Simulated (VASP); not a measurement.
Here is a VASP 6.6.1 calculation.

Contents of INCAR:

```
SYSTEM = ZrB2
PREC = Accurate
ENCUT = 520
EDIFF = 1E-7
ISMEAR = -1
SIGMA = 0.05
LREAL = .False.
LASPH = .True.
NELM = 100
ALGO = Normal
ISIF = 2
LWAVE = .False.
LCHARG = .False.
GGA = PE
NBANDS = 16
```

File KPOINTS:

```
Automatic mesh
0
Gamma
  12 12 9
  0 0 0
```

File POSCAR:

```
ZrB2
1.0
    3.1859607001      0.0000000000      0.0000000000
   -1.5929803501      2.7591229018      0.0000000000
    0.0000000000      0.0000000000      3.5433119376
Zr B
1 2
Direct
    0.0000000000      0.0000000000      0.0000000000
    0.3333333333      0.6666666667      0.5000000000
    0.6666666667      0.3333333333      0.5000000000
```

Potentials or basis: VASP PAW PBE potentials, release 64 (Zr_sv, B).

Command:

```bash
$ cat potpaw_PBE.64/Zr_sv/POTCAR potpaw_PBE.64/B/POTCAR > POTCAR
$ mpirun -np 1 vasp_std > vasp.out
```

Predict the band gap on the k mesh.

zero (band 9 reaches 11.12 eV, above the bottom of band 10 at 9.86 eV).

What does it give for the pressure?

-2.2 GPa.

Stress tensor (GPa, compression positive):
```
-2.83  0.00  0.00
 0.00 -2.83  0.00
 0.00  0.00 -0.95
```
